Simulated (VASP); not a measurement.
Input of a VASP 6.6.1 run:

Contents of INCAR:

```
PREC = Accurate
ENCUT = 520
EDIFF = 1E-6
ISMEAR = 0
SIGMA = 0.1
LREAL = F
LASPH = T
NELM = 100
ALGO = Normal
ISIF = 2
LWAVE = F
LCHARG = T
GGA = PS
LELF = T
LVHAR = T
NBANDS = 11
```

KPOINTS

```
regular mesh
0
Gamma
  12 12 12
```

POSCAR

```
Ba
1.0
   -2.4820701502      2.4820701502      2.4820701502
    2.4820701502     -2.4820701502      2.4820701502
    2.4820701502      2.4820701502     -2.4820701502
Ba
1
Direct
    0.0000000000      0.0000000000      0.0000000000
```

Potentials or basis: VASP PAW PBE potentials, release 64 (Ba_sv).

Run with:

```bash
$ cat potpaw_PBE.64/Ba_sv/POTCAR > POTCAR
$ mpirun -np 1 vasp_std > vasp.out
```

Question: Estimate the pressure.

Answer: -0.4 GPa.

Question: What does it give for the band gap on the k mesh?

Answer: Zero (band 5 reaches 2.18 eV, above the bottom of band 6 at 1.05 eV).

Caveat: the PAW data sets were made with another functional, which shifts forces and pressure a little; spin-orbit coupling is left out, which moves the levels of the heavy elements.
